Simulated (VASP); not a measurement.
Here is a VASP 6.6.1 calculation.

The input INCAR:

```
SYSTEM = InP
PREC = Accurate
ENCUT = 520
EDIFF = 1E-8
ISMEAR = -1
SIGMA = 0.03
LREAL = .FALSE.
LASPH = .TRUE.
NELM = 100
ALGO = Normal
ISIF = 2
LWAVE = .FALSE.
LCHARG = .FALSE.
GGA = PS
LEFG = .TRUE.
NBANDS = 16
```

File KPOINTS:

```
Automatic mesh
0
G
  11 11 11
  0 0 0
```

The input POSCAR:

```
InP
1.0
    0.0000000000      2.8164141889      2.8164141889
    2.8164141889      0.0000000000      2.8164141889
    2.8164141889      2.8164141889      0.0000000000
In P
1 1
Direct
    0.0000000000      0.0000000000      0.0000000000
    0.5000000000      0.5000000000      0.5000000000
```

Potentials or basis: VASP PAW PBE potentials, release 64 (In_d, P).

The run is started by

```bash
$ cat potpaw_PBE.64/In_d/POTCAR potpaw_PBE.64/P/POTCAR > POTCAR
$ mpirun -np 1 vasp_std > vasp.out
```

Problem. Estimate the pressure.

Solution. -6.4 GPa.

Problem. Estimate the band gap on the k mesh.

Solution. Zero (band 9 reaches 6.63 eV, above the bottom of band 10 at 4.16 eV).

Caveat: without QUAD_EFG the Cq values of the log hold for a quadrupole moment of 1 mb, not for the nuclei; the PAW data sets were made with another functional, which shifts forces and pressure a little; spin-orbit coupling is left out, which moves the levels of the heavy elements.
